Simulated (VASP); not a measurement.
Wanted: the native input for a VASP 6.6.1 run.

```yaml
Task: relaxation of cell and atoms
Functional: LDA
Potentials_or_basis: VASP PAW LDA potentials, release 64 (Zr_sv, C)
Cutoff: 600 eV
k_mesh: 16 × 16 × 16
Occupations: gaussian, width 0.1 eV
Spin: no spin polarisation
Dipole_correction: no
Further_INCAR_settings: ALGO = Normal; EDIFF = 1e-07; IBRION = 2; EDIFFG = -0.005; NSW = 100; ISIF = 3
```

The structure of ZrC lies in POSCAR:

```
ZrC
1.0
    0.0000000000      2.3223102250      2.3223102250
    2.3223102250      0.0000000000      2.3223102250
    2.3223102250      2.3223102250      0.0000000000
Zr C
1 1
Direct
    0.5000000000      0.5000000000      0.5000000000
    0.0000000000      0.0000000000      0.0000000000
```

One way to write it, as run:

INCAR

```
  PREC = Accurate
  ENCUT = 600
  EDIFF = 1E-7
  ISMEAR = 0
  SIGMA = 0.1
  LREAL = False
  LASPH = True
  NELM = 100
  ALGO = Normal
  ISIF = 3
  LWAVE = False
  LCHARG = False
  IBRION = 2
  NSW = 100
  EDIFFG = -0.005
```

KPOINTS

```
regular mesh
0
Gamma
  16 16 16
```

Potentials or basis: VASP PAW LDA potentials, release 64 (Zr_sv, C).

Launch:

```console
$ cat potpaw_LDA.64/Zr_sv/POTCAR potpaw_LDA.64/C/POTCAR > POTCAR
$ mpirun -np 1 vasp_std > vasp.out
```

It gave:

The pressure after relaxing is 0.0 GPa. The band gap on the k mesh is zero (band 8 reaches 10.82 eV, above the bottom of band 9 at 9.49 eV).

Caveat: the relaxation stopped at its first step, so nothing moved.

It took 25 s on 1 thread of Intel(R) Xeon(R) 6975P-C (Granite Rapids), with other jobs on the host, peak memory 0.18 GiB.
